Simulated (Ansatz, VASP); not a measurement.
GaN: VASP beside Ansatz

```
Ga N
1.0
     0.00000    2.17766    2.17766
     2.17766    0.00000    2.17766
     2.17766    2.17766    0.00000
Ga N
1 1
Cartesian
  0.0000 0.0000 0.0000
  3.2665 3.2665 3.2665
```

Alike in both runs: task single point; functional LDA; k mesh 10 × 10 × 10; no spin polarisation.

|  | VASP | Ansatz |
| --- | --- | --- |
| version | VASP 6.6.1 | Ansatz 0.2.0 |
| potentials or method | VASP PAW LDA potentials, release 64 (Ga_d, N), cutoff 600 eV | scalar-relativistic, plane waves, PAW |
| occupations | gaussian, width 0.01 eV | fixed |
| valence electrons in the cell | 18 | 18 |

VASP gave:

```
gap on the k mesh at the Fermi level (eV) : 2.41
pressure (GPa)                            : 17.3
```

Question: What did Ansatz give for the same quantities?

Answer: gap on the k mesh at the Fermi level (eV): 2.40; pressure (GPa): 16.0.

LDA's correlation is that of Perdew and Zunger in VASP and of Perdew and Wang (1992) in Ansatz.
